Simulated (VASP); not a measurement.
# Zn: single point with PBE

Crystal: Zn.

```xyz
1
Lattice="0.0000 1.9157 2.0630 1.9157 0.0000 2.0630 1.9157 1.9157 0.0000" Properties=species:S:1:pos:R:3 pbc="T T T"
Zn    0.0000    0.0000    0.0000
```

This cell differs from its parent crystal: strain -0.025 along x and y, +0.050 along z.

| Item | Value |
| --- | --- |
| Program | VASP 6.6.1 |
| Task | single point |
| Functional | PBE |
| Potentials or basis | VASP PAW PBE potentials, release 64 (Zn) |
| Cutoff | 520 eV |
| k mesh | 20 × 20 × 20 |
| Occupations | gaussian, width 0.15 eV |
| Spin | no spin polarisation |

| Item | Value |
| --- | --- |
| Pressure | 0.7 GPa |
| Band gap on the k mesh | zero (bands 6 and 7 overlap by 3.70 eV) |

Stress tensor (GPa, compression positive):
```
 2.52  0.00  0.00
 0.00  2.52  0.00
 0.00  0.00 -3.03
```

Levels at points of the mesh, in eV from the Fermi level:
```csv
k point,band 3,band 4,band 5,band 6,band 7,band 8,band 9,band 10
"(0.00, 0.00, 0.00)",-7.56,-7.56,-7.35,-7.17,18.26,18.26,18.50,18.99
"(0.50, 0.00, 0.00)",-7.56,-7.00,-6.94,-2.90,-1.36,13.83,16.35,17.71
"(0.50, 0.50, 0.00)",-6.98,-6.91,-6.91,-1.76,0.56,9.45,9.45,12.95
"(0.50, 0.00, 0.50)",-6.99,-6.96,-6.83,-0.59,2.34,7.77,8.21,11.73
```

Wall time 89 s on 1 thread of Intel Xeon 8259CL, with other jobs on the host, peak memory 0.23 GiB.

Caveat: the cell differs from its parent crystal (strain -0.025 along x and y, +0.050 along z).
